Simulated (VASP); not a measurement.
# Ru (P6_3/mmc) in VASP: further runs

Ru is run at these levels: PBEsol; tasks: single point.

All numbers are computed with VASP 6.6.1; they aren't measurements. Logs are shortened: lines on timing, memory, paths and dates and some standing lists are left out, and cuts for length are marked.

## 1. The cell of the first run

The structure is hexagonal, space group P6_3/mmc (No. 194). Conventional cell: a = 2.839 Å, b = 2.839 Å, c = 3.815 Å, α = 90.00°, β = 90.00°, γ = 120.00°. Within 3.3 Å of Ru (site symmetry -6m2) lie 12 Ru at 2.52 to 2.84 Å.

## 2. Single point, PBEsol

Input file INCAR:

```
SYSTEM = Ru
PREC = Accurate
ENCUT = 520
EDIFF = 1E-6
ISMEAR = 0
SIGMA = 0.15
LREAL = .False.
LASPH = .True.
NELM = 80
ALGO = Fast
ISIF = 2
LWAVE = .False.
LCHARG = .True.
GGA = PS
LELF = .True.
LVHAR = .True.
NBANDS = 21
```

Input file KPOINTS:

```
regular mesh
0
Gamma
  30 30 16
  0 0 0
```

Input file POSCAR:

```
Ru
1.0
    2.8392422480      0.0000000000      0.0000000000
   -1.4196211240      2.4588559143      0.0000000000
    0.0000000000      0.0000000000      3.8153214348
Ru
2
Direct
    0.3333333333      0.6666666667      0.2500000000
    0.6666666667      0.3333333333      0.7500000000
```

Potentials or basis: VASP PAW PBE potentials, release 64 (Ru_pv).

Started as:

```console
$ cat potpaw_PBE.64/Ru_pv/POTCAR > POTCAR
$ mpirun -np 1 vasp_std > vasp.out
```

OUTCAR:

```text
SYSTEM = Ru
   PREC = Accurate
   ENCUT = 520
   EDIFF = 1E-6
   ISMEAR = 0
   LREAL = .False.
   LASPH = .True.
   NELM = 80
   ISIF = 2
   GGA = PS

 ion  position               nearest neighbor table
   1  0.333  0.667  0.250-   2 2.52   2 2.52   2 2.52   2 2.52   2 2.52   2 2.52
   2  0.667  0.333  0.750-   1 2.52   1 2.52   1 2.52   1 2.52   1 2.52   1 2.52

  LATTYP: Found a hexagonal cell.
 ALAT       =     2.8392422480
 C/A-ratio  =     1.3437815803

  Lattice vectors:

 A1 = (   2.8392422480,   0.0000000000,   0.0000000000)
 A2 = (  -1.4196211240,   2.4588559143,   0.0000000000)
 A3 = (   0.0000000000,   0.0000000000,   3.8153214348)

Analysis of symmetry for initial positions (statically):
=====================================================================
 Subroutine PRICEL returns:
 Original cell was already a primitive cell.

 Routine SETGRP: Setting up the symmetry group for a
 hexagonal supercell.

 Subroutine GETGRP returns: Found 24 space group operations
 (whereof 12 operations were pure point group operations)
 out of a pool of 24 trial point group operations.

The static configuration has the point symmetry D_3d.
 The point group associated with its full space group is D_6h.

Analysis of symmetry for dynamics (positions and initial velocities):
=====================================================================
 Subroutine PRICEL returns:
 Original cell was already a primitive cell.

 Routine SETGRP: Setting up the symmetry group for a
 hexagonal supercell.

 Subroutine GETGRP returns: Found 24 space group operations
 (whereof 12 operations were pure point group operations)
 out of a pool of 24 trial point group operations.

The dynamic configuration has the point symmetry D_3d.
 The point group associated with its full space group is D_6h.

 Subroutine INISYM returns: Found 24 space group operations
 (whereof 12 operations are pure point group operations),
 and found     1 'primitive' translations

----------------------------------------------------------------------------------------

                                     Primitive cell

  volume of cell :      26.6359

  direct lattice vectors                    reciprocal lattice vectors
     2.839242248  0.000000000  0.000000000     0.352206650  0.203346604  0.000000000
    -1.419621124  2.458855914  0.000000000     0.000000000  0.406693208  0.000000000
     0.000000000  0.000000000  3.815321435     0.000000000  0.000000000  0.262101114

  length of vectors
     2.839242248  2.839242248  3.815321435     0.406693208  0.406693208  0.262101114

  position of ions in fractional coordinates (direct lattice)
     0.333333333  0.666666667  0.250000000
     0.666666667  0.333333333  0.750000000

  ion indices of the primitive-cell ions
   primitive index   ion index
                 1           1
                 2           2

----------------------------------------------------------------------------------------

 KPOINTS: regular mesh

Automatic generation of k-mesh.
 Grid dimensions read from file:
 generate k-points for:   30   30   16

 Generating k-lattice:

  Cartesian coordinates                     Fractional coordinates (reciprocal lattice)
     0.011740222  0.006778220  0.000000000     0.033333333 -0.000000000  0.000000000
     0.000000000  0.013556440  0.000000000     0.000000000  0.033333333  0.000000000
     0.000000000  0.000000000  0.016381320     0.000000000  0.000000000  0.062500000

  Length of vectors
     0.013556440  0.013556440  0.016381320

  Shift w.r.t. Gamma in fractional coordinates (k-lattice)
     0.000000000  0.000000000  0.000000000

 Subroutine IBZKPT returns following result:
 ===========================================

 Found    819 irreducible k-points:

 Following reciprocal coordinates:
            Coordinates               Weight
  0.000000  0.000000  0.000000      1.000000
  0.033333  0.000000  0.000000      6.000000
  0.066667  0.000000  0.000000      6.000000
  0.100000 -0.000000  0.000000      6.000000
  0.133333  0.000000  0.000000      6.000000
  0.166667  0.000000  0.000000      6.000000
[... 16 lines left out ...]
  0.233333  0.033333  0.000000     12.000000
  0.266667  0.033333  0.000000     12.000000
 [... further k-points ...]
   k-points           NKPTS =    819   k-points in BZ     NKDIM =    819   number of bands    NBANDS=     21
   number of dos      NEDOS =    301   number of ions     NIONS =      2
   total plane-waves  NPLWV =  16128
   dimension x,y,z NGX =    24 NGY =   24 NGZ =   28
   dimension x,y,z NGXF=    48 NGYF=   48 NGZF=   56
   ions per type =               2
   NGX,Y,Z   is equivalent  to a cutoff of  14.05, 14.05, 12.20 a.u.
   NGXF,Y,Z  is equivalent  to a cutoff of  28.11, 28.11, 24.40 a.u.
 SYSTEM =  Ru
   PREC   = accura    normal or accurate (medium, high low for compatibility)
   ISTART =      0    job   : 0-new  1-cont  2-samecut
   ICHARG =      2    charge: 1-file 2-atom 10-const
   ISPIN  =      1    spin polarized calculation?
   LNONCOLLINEAR =      F non collinear calculations
   LSORBIT =      F    spin-orbit coupling
   LASPH  =      T    aspherical Exc in radial PAW
   ENCUT  =  520.0 eV  38.22 Ry    6.18 a.u.   5.28  5.28  7.09*2*pi/ulx,y,z
   NELM   =     80;   NELMIN=  2; NELMDL= -5     # of ELM steps
   EDIFF  = 0.1E-05   stopping-criterion for ELM
   LREAL  =      F    real-space projection
   EDIFFG = 0.1E-04   stopping-criterion for IOM
   NSW    =      0    number of steps for IOM
   IBRION =     -1    ionic relax: 0-MD 1-quasi-New 2-CG
   NFREE  =      0    steps in history (QN), initial steepest desc. (CG)
   ISIF   =      2    stress and relaxation
   ISYM   =      2    0-nonsym 1-usesym 2-fastsym
   POTIM  = 0.5000    time-step for ionic-motion
   TEBEG  =    0.0;   TEEND  =   0.0 temperature during run
   PSTRESS=    0.0 pullay stress
   NELECT =      28.0000    total number of electrons
   NUPDOWN=      -1.0000    fix difference up-down
   EMIN   =  10.00;   EMAX   =-10.00  energy-range for DOS
   EFERMI =   0.00;   METHOD = LEGACY
   ISMEAR =     0;   SIGMA  =   0.15  broadening in eV -4-tet -1-fermi 0-gaus
   EFERMI_NEDOS =   21; number of points for ismear=-14 and -15
   IALGO  =     68    algorithm
   IMIX   =      4    mixing-type and parameters
     AMIX     =   0.40;   BMIX     =  1.00
     AMIX_MAG =   1.60;   BMIX_MAG =  1.00
  volume/ion in A,a.u.               =      13.32        89.87
  Fermi-wavevector in a.u.,A,eV,Ry     =   1.664582  3.145605 37.699491  2.770834
  Thomas-Fermi vector in A             =   2.751101
   LORBIT       =      0    0 simple, 1 ext, 2 COOP (PROOUT), +10 PAW based schemes
   GGA     = PS    functional components
   LHFCALC =     F    Hartree Fock is set to
   AEXX    =    0.0000 exact exchange contribution
   IVDW    =     0    specifies the selected vdW correction
   LEPSILON=     F    determine dielectric tensor
   LRPA    =     F    only Hartree local field effects (RPA)
 non-spin polarized calculation
 RMM-DIIS sequential band-by-band and
 Gauss-broadening in eV      SIGMA  =   0.15
  energy-cutoff  :      520.00
  volume of cell :       26.64
 maximum number of plane-waves:       740
 NGX is ok and might be reduce to    24

 number of electron      28.0000004 magnetization

 Free energy of the ion-electron system (eV)
  ---------------------------------------------------
  ext. energy  EPLUGINS =         0.00000000
  ---------------------------------------------------
  free energy    TOTEN  =       -19.72426274 eV

  energy without entropy =      -19.70541691  energy(sigma->0) =      -19.71483982

 E-fermi :  13.1485     XC(G=0): -14.3670

 val. band max:       13.1484147618   @ k =   0.1000   0.0667   0.3125
 cond. band min:      13.1496246224   @ k =   0.2000  -0.0000   0.1250
 fundamental gap:      0.0012098606
 Fermi energy:        13.1484727045

 k-point     1 :       0.0000    0.0000    0.0000
  band No.  band energies     occupation
      1     -30.8353      2.00000
      2     -29.8106      2.00000
      3     -29.8106      2.00000
      4     -29.4225      2.00000
      5     -29.4225      2.00000
      6     -29.2462      2.00000
[... 13 lines left out ...]
     20      23.4190      0.00000
     21      25.8269      0.00000

 k-point     2 :       0.0333    0.0000    0.0000
  band No.  band energies     occupation
      1     -30.8310      2.00000
      2     -29.8154      2.00000
      3     -29.8133      2.00000
      4     -29.4283      2.00000
      5     -29.4223      2.00000
      6     -29.2496      2.00000
[... 13 lines left out ...]
     20      23.4186      0.00000
     21      25.8289      0.00000

 k-point     3 :       0.0667    0.0000    0.0000
  band No.  band energies     occupation
      1     -30.8183      2.00000
      2     -29.8297      2.00000
      3     -29.8211      2.00000
      4     -29.4455      2.00000
      5     -29.4217      2.00000
      6     -29.2600      2.00000
[... 13 lines left out ...]
     20      25.8140      0.00000
     21      27.5411      0.00000

 k-point     4 :       0.1000   -0.0000    0.0000
  band No.  band energies     occupation
      1     -30.7972      2.00000
      2     -29.8530      2.00000
      3     -29.8336      2.00000
      4     -29.4730      2.00000
      5     -29.4211      2.00000
      6     -29.2770      2.00000
[... 13 lines left out ...]
     20      23.4184      0.00000
     21      25.8302      0.00000

 k-point     5 :       0.1333    0.0000    0.0000
  band No.  band energies     occupation
      1     -30.7683      2.00000
      2     -29.8842      2.00000
      3     -29.8500      2.00000
      4     -29.5096      2.00000
      5     -29.4205      2.00000
      6     -29.3007      2.00000
[... 13 lines left out ...]
     20      23.4186      0.00000
     21      25.8137      0.00000
[... 382 lines left out ...]
     20      23.4183      0.00000
     21      25.7440      0.00000

 k-point    22 :       0.2000    0.0333    0.0000
  band No.  band energies     occupation
      1     -30.6621      2.00000
      2     -29.9881      2.00000
      3     -29.9071      2.00000
      4     -29.6265      2.00000
      5     -29.4229      2.00000
      6     -29.3888      2.00000
[... 13 lines left out ...]
     20      23.4183      0.00000
     21      25.6675      0.00000

 k-point    23 :       0.2333    0.0333    0.0000
  band No.  band energies     occupation
      1     -30.6107      2.00000
      2     -30.0354      2.00000
      3     -29.9296      2.00000
      4     -29.6767      2.00000
      5     -29.4324      2.00000
      6     -29.4242      2.00000
[... 13 lines left out ...]
     20      25.5613      0.00000
     21      26.0707      0.00000

 k-point    24 :       0.2667    0.0333    0.0000
  band No.  band energies     occupation
      1     -30.5551      2.00000
      2     -30.0832      2.00000
      3     -29.9513      2.00000
      4     -29.7262      2.00000
      5     -29.4801      2.00000
      6     -29.4260      2.00000
[... 13 lines left out ...]
     20      24.9127      0.00000
     21      25.4491      0.00000

 [... further k-points ...]
[... 5 lines left out ...]
  --------------------------------------------------------------------------------------
  -------------------------------------------------------------------------------------
  Total       -1.5675529     -1.5675529      8.8653460      0.0000000      0.0000000     -0.0000000
  in kB      -94.2901055    -94.2901055    533.2607413      0.0000000      0.0000000     -0.0000000
  external PRESSURE =     114.8935101 kB  Pullay stress =       0.0000000 kB

 VOLUME and BASIS-vectors are now :
 -----------------------------------------------------------------------------
  energy-cutoff  :      520.00
  volume of cell :       26.64
      direct lattice vectors                 reciprocal lattice vectors
     2.839242248  0.000000000  0.000000000     0.352206650  0.203346604  0.000000000
    -1.419621124  2.458855914  0.000000000     0.000000000  0.406693208  0.000000000
     0.000000000  0.000000000  3.815321435     0.000000000  0.000000000  0.262101114

 POSITION                                       TOTAL-FORCE (eV/Angst)
 -----------------------------------------------------------------------------------
     -0.00000      1.63924      0.95383         0.000000     -0.000000      0.000000
      1.41962      0.81962      2.86149        -0.000000      0.000000      0.000000
 -----------------------------------------------------------------------------------
    total drift:                               -0.000000      0.000000     -0.000000

  FREE ENERGIE OF THE ION-ELECTRON SYSTEM (eV)
  ---------------------------------------------------
  free  energy   TOTEN  =       -19.7242627399 eV

  energy  without entropy=      -19.7054169095  energy(sigma->0) =      -19.71483982
```

Run time: 8.4 min. Hardware: 1 thread of Intel Xeon 8259CL, shared host; peak memory 0.44 GiB.

What came out:

- Free energy: -19.7243 eV
- Pressure: 11.5 GPa
- Band gap on the k mesh: zero (band 14 reaches 14.59 eV, above the bottom of band 15 at 11.80 eV)

Caveat: the PAW data sets were made with another functional, which shifts forces and pressure a little.

## 3. Single point, PBEsol

This run uses another cell than the first one, of the same volume but with other edges.

Input file INCAR:

```
SYSTEM = Ru
ALGO = Fast ; EDIFF = 1E-6
ENCUT = 520 ; GGA = PS
ISIF = 2 ; ISMEAR = 0
LASPH = .True. ; LCHARG = .True.
LELF = .True. ; LREAL = .False.
LVHAR = .True. ; LWAVE = .False.
NBANDS = 21 ; NELM = 80
PREC = Accurate ; SIGMA = 0.15
```

Input file KPOINTS:

```
k-points
0
Gamma
  30 30 16
  0 0 0
```

Input file POSCAR:

```
Ru
1.0
    2.5309389838      0.0000000000      0.0000000000
   -1.2654694919      2.1918574554      0.0000000000
    0.0000000000      0.0000000000      4.8014529701
Ru
2
Direct
    0.3333333333      0.6666666667      0.2500000000
    0.6666666667      0.3333333333      0.7500000000
```

Potentials or basis: VASP PAW PBE potentials, release 64 (Ru_pv).

Started as:

```console
$ cat potpaw_PBE.64/Ru_pv/POTCAR > POTCAR
$ mpirun -np 1 vasp_std > vasp.out
```

It took 9.7 min on 1 thread of Intel Xeon 8259CL, shared host; peak memory 0.44 GiB.

The run converged. Its results:

```yaml
Free_energy: -19.4500 eV
Pressure: 12.1 GPa
Band_gap_on_the_k_mesh: zero (band 14 reaches 14.50 eV, above the bottom of band 15 at 12.02 eV)
```

Stress tensor (GPa, compression positive):
```
 39.11   0.00   0.00
  0.00  39.11   0.00
  0.00   0.00 -41.79
```

Levels at points of the mesh, in eV from the Fermi level:
| k point | band 11 | band 12 | band 13 | band 14 | band 15 | band 16 | band 17 | band 18 |
| --- | --- | --- | --- | --- | --- | --- | --- | --- |
| (0.00, 0.00, 0.00) | -2.62 | -2.28 | -2.28 | -0.59 | -0.03 | -0.03 | 1.37 | 1.37 |
| (0.50, 0.00, 0.00) | -2.18 | -1.77 | -1.18 | 1.29 | 2.67 | 2.82 | 4.46 | 6.60 |
| (0.00, 0.00, 0.50) | -2.55 | -2.55 | -2.55 | -2.55 | 0.80 | 0.80 | 0.80 | 0.80 |
| (0.50, 0.00, 0.50) | -0.45 | -0.45 | 0.41 | 0.41 | 2.75 | 2.75 | 3.51 | 3.51 |

Caveat: the PAW data sets were made with another functional, which shifts forces and pressure a little.

## 4. Single point, PBEsol

This run uses another cell than the first one, of the same volume but with other edges.

Input file INCAR:

```
SYSTEM = Ru
  ALGO = Fast
  EDIFF = 1E-6
  ENCUT = 520
  GGA = PS
  ISIF = 2
  ISMEAR = 0
  LASPH = .TRUE.
  LCHARG = .TRUE.
  LELF = .TRUE.
  LREAL = .FALSE.
  LVHAR = .TRUE.
  LWAVE = .FALSE.
  NBANDS = 21
  NELM = 60
  PREC = Accurate
  SIGMA = 0.15
```

Input file KPOINTS:

```
k-points
0
G
  30 30 16
  0 0 0
```

Input file POSCAR:

```
Ru
1.0
    2.7653247978      0.0000000000      0.0000000000
   -1.3826623989      2.3948415247      0.0000000000
    0.0000000000      0.0000000000      4.0220154407
Ru
2
Direct
    0.3333333333      0.6666666667      0.2500000000
    0.6666666667      0.3333333333      0.7500000000
```

Started as:

```console
$ cat potpaw_PBE.64/Ru_pv/POTCAR > POTCAR
$ mpirun -np 1 vasp_std > vasp.out
```

Run time: 9.3 min. Hardware: 1 thread of Intel Xeon 8259CL, shared host; peak memory 0.44 GiB.

Results (log left out):

```
Free energy            : -20.1748 eV
Pressure               : 3.8 GPa
Band gap on the k mesh : zero (band 14 reaches 14.43 eV, above the bottom of band 15 at 11.34 eV)
```

Stress tensor (GPa, compression positive):
```
-8.77  0.00  0.00
 0.00 -8.77  0.00
 0.00  0.00 28.97
```

Levels at points of the mesh, in eV from the Fermi level:
```csv
k point,band 10,band 11,band 12,band 13,band 14,band 15,band 16,band 17,band 18,band 19
"(0.00, 0.00, 0.00)",-2.83,-2.11,-2.11,-1.90,-1.90,-1.71,1.20,1.20,2.29,10.24
"(0.50, 0.00, 0.00)",-3.74,-2.18,-1.64,-1.10,0.92,1.58,2.35,3.88,5.88,11.35
"(0.00, 0.00, 0.50)",-3.25,-3.25,-3.25,-2.34,-2.34,0.68,0.68,0.68,0.68,10.25
"(0.50, 0.00, 0.50)",-4.39,-1.45,-1.45,0.35,0.35,1.35,1.35,3.29,3.29,10.22
```

Caveat: the PAW data sets were made with another functional, which shifts forces and pressure a little.

(Continued in part 2 of 2.)
